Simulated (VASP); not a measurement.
# Al3Cu (P4/mmm) in VASP: further runs

Al3Cu is run at these levels: PBEsol; tasks: single point.

Everything below comes from runs of VASP 6.6.1. Logs are shortened: lines on timing, memory, paths and dates and some standing lists are left out, and cuts for length are marked.

## 1. The cell of the first run

Symmetry: P4/mmm, No. 123, tetragonal system. The conventional cell has a = 2.780 Å, b = 2.780 Å, c = 7.603 Å, α = 90.00°, β = 90.00°, γ = 90.00°. Within 3.7 Å of Al (site symmetry 4/mmm) lie 12 Al at 2.78 to 2.89 Å. Within 3.4 Å of Al (site symmetry 4mm) lie 4 Cu at 2.58 Å and 9 Al at 2.78 to 3.36 Å. Cu (site symmetry 4/mmm) has 8 Al at 2.58 Å and 4 Cu at 2.78 Å within 3.4 Å.

## 2. Single point, PBEsol

File INCAR:

```
SYSTEM = Al3Cu
  ALGO = Fast
  EDIFF = 1E-6
  ENCUT = 520
  GGA = PS
  ISIF = 2
  ISMEAR = 0
  LASPH = .True.
  LCHARG = .False.
  LREAL = .False.
  LWAVE = .False.
  NBANDS = 18
  NELM = 80
  PREC = Accurate
  SIGMA = 0.1
```

File KPOINTS:

```
k-points
0
Gamma
  16 16 6
  0 0 0
```

File POSCAR:

```
Al3Cu
1.0
    2.7796830109      0.0000000000      0.0000000000
    0.0000000000      2.7796830109      0.0000000000
    0.0000000000      0.0000000000      7.6029571167
Al Cu
3 1
Direct
    0.0000000000      0.0000000000      0.5000000000
    0.5000000000      0.5000000000      0.2206884214
    0.5000000000      0.5000000000      0.7793115786
    0.0000000000      0.0000000000      0.0000000000
```

Potentials or basis: VASP PAW PBE potentials, release 64 (Al, Cu).

Run with:

```console
cat potpaw_PBE.64/Al/POTCAR potpaw_PBE.64/Cu/POTCAR > POTCAR
mpirun -np 1 vasp_std > vasp.out
```

OUTCAR:

```text
SYSTEM = Al3Cu
   EDIFF = 1E-6
   ENCUT = 520
   GGA = PS
   ISIF = 2
   ISMEAR = 0
   LASPH = .True.
   LREAL = .False.
   NELM = 80
   PREC = Accurate

 ion  position               nearest neighbor table
   1  0.000  0.000  0.500-   2 2.89   3 2.89   2 2.89   3 2.89   2 2.89   3 2.89   2 2.89   3 2.89

   2  0.500  0.500  0.221-   4 2.58   4 2.58   4 2.58   4 2.58   1 2.89   1 2.89   1 2.89   1 2.89
                             3 3.36
   3  0.500  0.500  0.779-   4 2.58   4 2.58   4 2.58   4 2.58   1 2.89   1 2.89   1 2.89   1 2.89
                             2 3.36
   4  0.000  0.000  0.000-   2 2.58   3 2.58   2 2.58   3 2.58   2 2.58   3 2.58   2 2.58   3 2.58

  LATTYP: Found a simple tetragonal cell.
 ALAT       =     2.7796830109
 C/A-ratio  =     2.7351885402

  Lattice vectors:

 A1 = (   2.7796830109,   0.0000000000,   0.0000000000)
 A2 = (   0.0000000000,   2.7796830109,   0.0000000000)
 A3 = (   0.0000000000,   0.0000000000,   7.6029571167)

Analysis of symmetry for initial positions (statically):
=====================================================================
 Subroutine PRICEL returns:
 Original cell was already a primitive cell.

 Routine SETGRP: Setting up the symmetry group for a
 simple tetragonal supercell.

 Subroutine GETGRP returns: Found 16 space group operations
 (whereof 16 operations were pure point group operations)
 out of a pool of 16 trial point group operations.

The static configuration has the point symmetry D_4h.

Analysis of symmetry for dynamics (positions and initial velocities):
=====================================================================
 Subroutine PRICEL returns:
 Original cell was already a primitive cell.

 Routine SETGRP: Setting up the symmetry group for a
 simple tetragonal supercell.

 Subroutine GETGRP returns: Found 16 space group operations
 (whereof 16 operations were pure point group operations)
 out of a pool of 16 trial point group operations.

The dynamic configuration has the point symmetry D_4h.

 Subroutine INISYM returns: Found 16 space group operations
 (whereof 16 operations are pure point group operations),
 and found     1 'primitive' translations

----------------------------------------------------------------------------------------
[... 90 lines left out ...]
   ICHARG =      2    charge: 1-file 2-atom 10-const
   ISPIN  =      1    spin polarized calculation?
   LNONCOLLINEAR =      F non collinear calculations
   LSORBIT =      F    spin-orbit coupling
   LASPH  =      T    aspherical Exc in radial PAW
   ENCUT  =  520.0 eV  38.22 Ry    6.18 a.u.   5.17  5.17 14.14*2*pi/ulx,y,z
   NELM   =     80;   NELMIN=  2; NELMDL= -5     # of ELM steps
   EDIFF  = 0.1E-05   stopping-criterion for ELM
   LREAL  =      F    real-space projection
   EDIFFG = 0.1E-04   stopping-criterion for IOM
   NSW    =      0    number of steps for IOM
   IBRION =     -1    ionic relax: 0-MD 1-quasi-New 2-CG
   NFREE  =      0    steps in history (QN), initial steepest desc. (CG)
   ISIF   =      2    stress and relaxation
   ISYM   =      2    0-nonsym 1-usesym 2-fastsym
   POTIM  = 0.5000    time-step for ionic-motion
   TEBEG  =    0.0;   TEEND  =   0.0 temperature during run
   PSTRESS=    0.0 pullay stress
   NELECT =      20.0000    total number of electrons
   NUPDOWN=      -1.0000    fix difference up-down
   EMIN   =  10.00;   EMAX   =-10.00  energy-range for DOS
   EFERMI =   0.00;   METHOD = LEGACY
   ISMEAR =     0;   SIGMA  =   0.10  broadening in eV -4-tet -1-fermi 0-gaus
   EFERMI_NEDOS =   21; number of points for ismear=-14 and -15
   IALGO  =     68    algorithm
   IMIX   =      4    mixing-type and parameters
     AMIX     =   0.40;   BMIX     =  1.00
     AMIX_MAG =   1.60;   BMIX_MAG =  1.00
  volume/ion in A,a.u.               =      14.69        99.11
  Fermi-wavevector in a.u.,A,eV,Ry     =   1.143125  2.160193 17.779212  1.306735
  Thomas-Fermi vector in A             =   2.279821
   LORBIT       =      0    0 simple, 1 ext, 2 COOP (PROOUT), +10 PAW based schemes
   GGA     = PS    functional components
   LHFCALC =     F    Hartree Fock is set to
   AEXX    =    0.0000 exact exchange contribution
   IVDW    =     0    specifies the selected vdW correction
   LEPSILON=     F    determine dielectric tensor
   LRPA    =     F    only Hartree local field effects (RPA)
 non-spin polarized calculation
 RMM-DIIS sequential band-by-band and
 Gauss-broadening in eV      SIGMA  =   0.10
  energy-cutoff  :      520.00
  volume of cell :       58.75
 maximum number of plane-waves:      1612
 NGX is ok and might be reduce to    24
   NGX = 11   NGY = 11   NGZ = 29

 number of electron      20.0000007 magnetization

 Free energy of the ion-electron system (eV)
  ---------------------------------------------------
  ext. energy  EPLUGINS =         0.00000000
  ---------------------------------------------------
  free energy    TOTEN  =       -16.95876339 eV

  energy without entropy =      -16.95048347  energy(sigma->0) =      -16.95462343

 E-fermi :   8.4168     XC(G=0): -10.9428

 val. band max:        8.4162264608   @ k =   0.2500   0.0000   0.5000
 cond. band min:       8.4213563589   @ k =   0.3125   0.1875   0.3333
 fundamental gap:      0.0051298981
 Fermi energy:         8.4167938929

 k-point     1 :       0.0000    0.0000    0.0000
  band No.  band energies     occupation
      1      -2.8050      2.00000
      2      -0.3963      2.00000
      3      -0.1165      2.00000
      4       3.8643      2.00000
      5       3.9462      2.00000
      6       4.7464      2.00000
[... 481 lines left out ...]
      5       4.0627      2.00000
      6       4.1152      2.00000
[... 10 lines left out ...]
     17      16.1832      0.00000
     18      18.1053      0.00000

 [... further k-points ...]
[... 5 lines left out ...]
  --------------------------------------------------------------------------------------
  -------------------------------------------------------------------------------------
  Total       -0.0381556     -0.0381556     -0.0477747      0.0000000      0.0000000      0.0000000
  in kB       -1.0406291     -1.0406291     -1.3029724      0.0000000      0.0000000      0.0000000
  external PRESSURE =      -1.1280768 kB  Pullay stress =       0.0000000 kB

 VOLUME and BASIS-vectors are now :
 -----------------------------------------------------------------------------
  energy-cutoff  :      520.00
  volume of cell :       58.75
      direct lattice vectors                 reciprocal lattice vectors
     2.779683011  0.000000000  0.000000000     0.359753251  0.000000000  0.000000000
     0.000000000  2.779683011  0.000000000     0.000000000  0.359753251  0.000000000
     0.000000000  0.000000000  7.602957117     0.000000000  0.000000000  0.131527771

 POSITION                                       TOTAL-FORCE (eV/Angst)
 -----------------------------------------------------------------------------------
      0.00000      0.00000      3.80148        -0.000000      0.000000      0.000000
      1.38984      1.38984      1.67788         0.000000     -0.000000      0.024260
      1.38984      1.38984      5.92507        -0.000000      0.000000     -0.024260
      0.00000      0.00000      0.00000        -0.000000      0.000000      0.000000
 -----------------------------------------------------------------------------------
    total drift:                               -0.000000      0.000000      0.000000

  FREE ENERGIE OF THE ION-ELECTRON SYSTEM (eV)
  ---------------------------------------------------
  free  energy   TOTEN  =       -16.9587633866 eV

  energy  without entropy=      -16.9504834671  energy(sigma->0) =      -16.95462343
```

OSZICAR:

```text
N       E                     dE             d eps       ncg     rms          rms(c)
DAV:   1     0.733060533238E+02    0.73306E+02   -0.83847E+03  6492   0.116E+03
DAV:   2    -0.155537022611E+02   -0.88860E+02   -0.82200E+02  6698   0.213E+02
DAV:   3    -0.198454370750E+02   -0.42917E+01   -0.41431E+01  8842   0.525E+01
DAV:   4    -0.199425736665E+02   -0.97137E-01   -0.96778E-01  9262   0.657E+00
DAV:   5    -0.199451573660E+02   -0.25837E-02   -0.25834E-02  9508   0.107E+00    0.182E+01
RMM:   6    -0.263014962765E+02   -0.63563E+01   -0.69742E+01  8681   0.114E+02    0.168E+01
RMM:   7    -0.175815995541E+02    0.87199E+01   -0.20424E+01  7409   0.656E+01    0.459E+00
RMM:   8    -0.169460785268E+02    0.63552E+00   -0.31120E+00  7611   0.258E+01    0.921E-01
RMM:   9    -0.169602183143E+02   -0.14140E-01   -0.25522E-01  8351   0.266E+00    0.255E-01
RMM:  10    -0.169598296964E+02    0.38862E-03   -0.17607E-02  8114   0.146E+00    0.371E-01
RMM:  11    -0.169606672624E+02   -0.83757E-03   -0.26142E-02  8313   0.206E+00    0.391E-01
RMM:  12    -0.169586783909E+02    0.19889E-02   -0.54992E-03  8640   0.114E+00    0.436E-02
RMM:  13    -0.169587415712E+02   -0.63180E-04   -0.12725E-03  9335   0.299E-01    0.395E-02
RMM:  14    -0.169588897005E+02   -0.14813E-03   -0.32486E-04  8552   0.204E-01    0.801E-02
RMM:  15    -0.169587554598E+02    0.13424E-03   -0.34655E-04  8265   0.261E-01    0.242E-02
RMM:  16    -0.169587644288E+02   -0.89690E-05   -0.83929E-05  8867   0.610E-02    0.287E-02
RMM:  17    -0.169587643461E+02    0.82605E-07   -0.12079E-05  8599   0.289E-02    0.360E-02
RMM:  18    -0.169587633866E+02    0.95950E-06   -0.27618E-06  6459   0.182E-02
   1 F= -.16958763E+02 E0= -.16954623E+02  d E =-.827992E-02
```

Wall time 89 s (1 thread of Intel Xeon 6975P-C (Granite Rapids), shared host); peak memory 0.31 GiB.

What came out:

```yaml
Free_energy: -16.9588 eV
Pressure: -0.1 GPa
Largest_force: 0.024 eV/Å
Band_gap_on_the_k_mesh: zero (band 10 reaches 12.58 eV, above the bottom of band 11 at 6.49 eV)
```

Forces on the atoms (eV/Å):
```
Al   0.000  0.000  0.000
Al   0.000  0.000  0.024
Al   0.000  0.000 -0.024
Cu   0.000  0.000  0.000
```

Caveat: the PAW data sets were made with another functional, which shifts forces and pressure a little.

## 3. Single point, PBEsol

This run uses another cell than the first one, of 14.50 Å³/atom, 0.987 times its volume.

File INCAR:

```
  PREC = Accurate
  ENCUT = 520
  EDIFF = 1E-6
  ISMEAR = 0
  SIGMA = 0.1
  LREAL = False
  LASPH = True
  NELM = 80
  ALGO = Normal
  ISIF = 2
  LWAVE = False
  LCHARG = False
  GGA = PS
  NBANDS = 18
```

File KPOINTS:

```
regular mesh
0
Gamma
  6 6 4
```

File POSCAR:

```
Al3Cu
1.0
    2.7784054294      0.0000000000      0.0000000000
    0.0000000000      2.7784054294      0.0000000000
    0.0000000000      0.0000000000      7.5134034100
Al Cu
3 1
Direct
    0.0000000000      0.0000000000      0.5000000000
    0.5000000000      0.5000000000      0.2261155100
    0.5000000000      0.5000000000      0.7738844900
    0.0000000000      0.0000000000      0.0000000000
```

Potentials or basis: VASP PAW PBE potentials, release 64 (Al, Cu).

Run with:

```console
cat potpaw_PBE.64/Al/POTCAR potpaw_PBE.64/Cu/POTCAR > POTCAR
mpirun -np 1 vasp_std > vasp.out
```

OUTCAR:

```text
PREC = Accurate
   ENCUT = 520
   EDIFF = 1E-6
   ISMEAR = 0
   LREAL = False
   LASPH = True
   NELM = 80
   ISIF = 2
   GGA = PS

 ion  position               nearest neighbor table
   1  0.000  0.000  0.500-   2 2.85   3 2.85   2 2.85   3 2.85   2 2.85   3 2.85   2 2.85   3 2.85

   2  0.500  0.500  0.226-   4 2.60   4 2.60   4 2.60   4 2.60   1 2.85   1 2.85   1 2.85   1 2.85

   3  0.500  0.500  0.774-   4 2.60   4 2.60   4 2.60   4 2.60   1 2.85   1 2.85   1 2.85   1 2.85

   4  0.000  0.000  0.000-   2 2.60   3 2.60   2 2.60   3 2.60   2 2.60   3 2.60   2 2.60   3 2.60
[... 700 lines left out ...]

 [... further k-points ...]
[... 5 lines left out ...]
  --------------------------------------------------------------------------------------
  -------------------------------------------------------------------------------------
  Total        0.3427349      0.3427349      0.9137319      0.0000000     -0.0000000      0.0000000
  in kB        9.4676220      9.4676220     25.2407007      0.0000000     -0.0000000      0.0000000
  external PRESSURE =      14.7253149 kB  Pullay stress =       0.0000000 kB

 VOLUME and BASIS-vectors are now :
 -----------------------------------------------------------------------------
  energy-cutoff  :      520.00
  volume of cell :       58.00
      direct lattice vectors                 reciprocal lattice vectors
     2.778405429  0.000000000  0.000000000     0.359918675  0.000000000  0.000000000
     0.000000000  2.778405429  0.000000000     0.000000000  0.359918675  0.000000000
     0.000000000  0.000000000  7.513403410     0.000000000  0.000000000  0.133095476

 POSITION                                       TOTAL-FORCE (eV/Angst)
 -----------------------------------------------------------------------------------
      0.00000      0.00000      3.75670        -0.000000     -0.000000      0.000000
      1.38920      1.38920      1.69890        -0.000000      0.000000     -0.184315
      1.38920      1.38920      5.81451         0.000000     -0.000000      0.184315
      0.00000      0.00000      0.00000        -0.000000     -0.000000      0.000000
 -----------------------------------------------------------------------------------
    total drift:                               -0.000000      0.000000     -0.000000

  FREE ENERGIE OF THE ION-ELECTRON SYSTEM (eV)
  ---------------------------------------------------
  free  energy   TOTEN  =       -17.0021063926 eV

  energy  without entropy=      -16.9934565480  energy(sigma->0) =      -16.99778147
```

OSZICAR:

```text
N       E                     dE             d eps       ncg     rms          rms(c)
DAV:   1     0.730688841024E+02    0.73069E+02   -0.82382E+03  1080   0.117E+03
DAV:   2    -0.156965188655E+02   -0.88765E+02   -0.81508E+02  1126   0.210E+02
DAV:   3    -0.199942953467E+02   -0.42978E+01   -0.40992E+01  1464   0.516E+01
DAV:   4    -0.200953596788E+02   -0.10106E+00   -0.10073E+00  1552   0.669E+00
DAV:   5    -0.200976534929E+02   -0.22938E-02   -0.22935E-02  1586   0.999E-01    0.187E+01
DAV:   6    -0.273483810049E+02   -0.72507E+01   -0.11805E+02  1334   0.283E+02    0.168E+01
DAV:   7    -0.179206971556E+02    0.94277E+01   -0.25034E+01  1486   0.847E+01    0.609E+00
DAV:   8    -0.170016445417E+02    0.91905E+00   -0.42817E+00  1572   0.564E+01    0.956E-01
DAV:   9    -0.170277126709E+02   -0.26068E-01   -0.30522E-01  1724   0.661E+00    0.122E+00
DAV:  10    -0.170026387145E+02    0.25074E-01   -0.76358E-02  1446   0.768E+00    0.171E-01
DAV:  11    -0.170022090726E+02    0.42964E-03   -0.40190E-03  1712   0.657E-01    0.914E-02
DAV:  12    -0.170021770577E+02    0.32015E-04   -0.32499E-04  1536   0.141E-01    0.746E-02
DAV:  13    -0.170021075734E+02    0.69484E-04   -0.22628E-04  1488   0.430E-01    0.293E-02
DAV:  14    -0.170021057964E+02    0.17770E-05   -0.24418E-05  1696   0.623E-02    0.567E-03
DAV:  15    -0.170021063926E+02   -0.59626E-06   -0.19527E-06   898   0.337E-02
   1 F= -.17002106E+02 E0= -.16997781E+02  d E =-.864984E-02
```

It took 22 s on 1 thread of AMD EPYC 9R45 (Zen 5), shared host; peak memory 0.15 GiB.

Results:

```
Free energy            : -17.0021 eV
Pressure               : 1.5 GPa
Largest force          : 0.184 eV/Å
Band gap on the k mesh : zero (band 10 reaches 12.87 eV, above the bottom of band 11 at 6.69 eV)
```

Forces on the atoms (eV/Å):
```
Al   0.000  0.000  0.000
Al   0.000  0.000 -0.184
Al   0.000  0.000  0.184
Cu   0.000  0.000  0.000
```

Stress tensor (GPa, compression positive):
```
0.95 0.00 0.00
0.00 0.95 0.00
0.00 0.00 2.52
```

Caveat: the k points lie up to 0.38 Å⁻¹ apart; the PAW data sets were made with another functional, which shifts forces and pressure a little.

## 4. Single point, PBEsol

File INCAR:

```
SYSTEM = Al3Cu
  ALGO = Fast
  EDIFF = 1E-6
  ENCUT = 520
  GGA = PS
  ISIF = 2
  ISMEAR = 0
  LASPH = .True.
  LCHARG = .False.
  LREAL = .False.
  LWAVE = .False.
  NBANDS = 18
  NELM = 80
  PREC = Accurate
  SIGMA = 0.1
```

File KPOINTS:

```
k-points
0
Gamma
  16 16 6
  0 0 0
```

File POSCAR:

```
Al3Cu
1.0
    2.7796830100      0.0000000000      0.0000000000
    0.0000000000      2.7796830100      0.0000000000
    0.0000000000      0.0000000000      7.6029571162
Al Cu
3 1
Direct
    0.0000000000      0.0000000000      0.5000000000
    0.5000000000      0.5000000000      0.2206884207
    0.5000000000      0.5000000000      0.7793115793
    0.0000000000      0.0000000000      0.0000000000
```

Run with:

```console
cat potpaw_PBE.64/Al/POTCAR potpaw_PBE.64/Cu/POTCAR > POTCAR
mpirun -np 1 vasp_std > vasp.out
```

It took 2.4 min on 1 thread of AMD EPYC 9R45 (Zen 5), shared host; peak memory 0.28 GiB.

The run converged. Its results:

```
Free energy            : -16.9588 eV
Pressure               : -0.1 GPa
Largest force          : 0.024 eV/Å
Band gap on the k mesh : zero (band 10 reaches 12.58 eV, above the bottom of band 11 at 6.49 eV)
```

Forces on the atoms (eV/Å):
```
Al   0.000  0.000  0.000
Al   0.000  0.000  0.024
Al   0.000  0.000 -0.024
Cu   0.000  0.000  0.000
```

Levels at points of the mesh, in eV from the Fermi level:
```tsv
k point	band 6	band 7	band 8	band 9	band 10	band 11	band 12	band 13	band 14	band 15
(0.00, 0.00, 0.00)	-3.67	-3.67	-3.28	-1.83	0.45	6.39	6.63	6.63	7.91	9.00
(0.50, 0.00, 0.00)	-4.07	-3.75	-3.70	-3.57	-2.39	-1.92	2.63	3.85	3.92	5.07
(0.50, 0.50, 0.00)	-2.52	-2.52	-0.45	-0.38	0.12	0.12	0.51	0.51	0.74	2.00
(0.00, 0.00, 0.50)	-3.67	-3.67	-3.56	-3.28	4.02	5.53	6.38	7.21	7.21	7.29
(0.50, 0.00, 0.50)	-4.30	-3.75	-3.57	-2.65	-1.06	-1.03	0.05	0.76	8.60	8.62
(0.50, 0.50, 0.50)	-1.85	-1.85	-1.63	-1.63	-0.53	-0.49	0.62	1.59	3.28	3.28
```

Caveat: the PAW data sets were made with another functional, which shifts forces and pressure a little.
